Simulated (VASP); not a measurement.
Tl3Sb2Mo, 6 atoms in the cell. It takes space group R-3m (No. 166, trigonal). Conventional cell: a = 6.497 Å, b = 6.497 Å, c = 15.251 Å, α = 90.00°, β = 90.00°, γ = 120.00°. Within 4.0 Å of Tl (site symmetry 2/m) lie 2 Sb at 3.01 Å and 2 Mo at 3.25 Å and 4 Tl at 3.25 Å. Sb (site symmetry 3m) has 1 Mo at 2.73 Å and 3 Tl at 3.01 Å within 3.6 Å. Within 3.6 Å of Mo (site symmetry -3m) lie 2 Sb at 2.73 Å and 6 Tl at 3.25 Å. The cell was generated, and may not be a known phase.

| Property | Result |
| --- | --- |
| Program | VASP 6.6.1 |
| Task | relaxation of cell and atoms |
| Functional | PBE |
| Potentials or basis | VASP PAW PBE potentials, release 64 (Tl_d, Sb, Mo_sv) |
| Cutoff | 600 eV |
| k mesh | 3 × 3 × 3 |
| Occupations | gaussian, width 0.1 eV |
| Spin | no spin polarisation |
| Dipole correction | no |
| Further INCAR settings | ALGO = Fast; EDIFF = 1e-06; IBRION = 2; EDIFFG = -0.04; NSW = 90; ISIF = 3 |

Potentials or basis: VASP PAW PBE potentials, release 64 (Tl_d, Sb, Mo_sv).

Command:

```bash
$ cat potpaw_PBE.64/Tl_d/POTCAR potpaw_PBE.64/Sb/POTCAR potpaw_PBE.64/Mo_sv/POTCAR > POTCAR
$ mpirun -np 1 vasp_std > vasp.out
```

Hardware: 1 thread of Intel(R) Xeon(R) 6975P-C (Granite Rapids), on a shared host.

Problem. Estimate the wall time of this run.

Solution. It took 7.6 min on 1 thread of Intel(R) Xeon(R) 6975P-C (Granite Rapids) (shared host), peak memory 0.41 GiB. Counts: scf iterations 169, k points 6, ion steps 17.
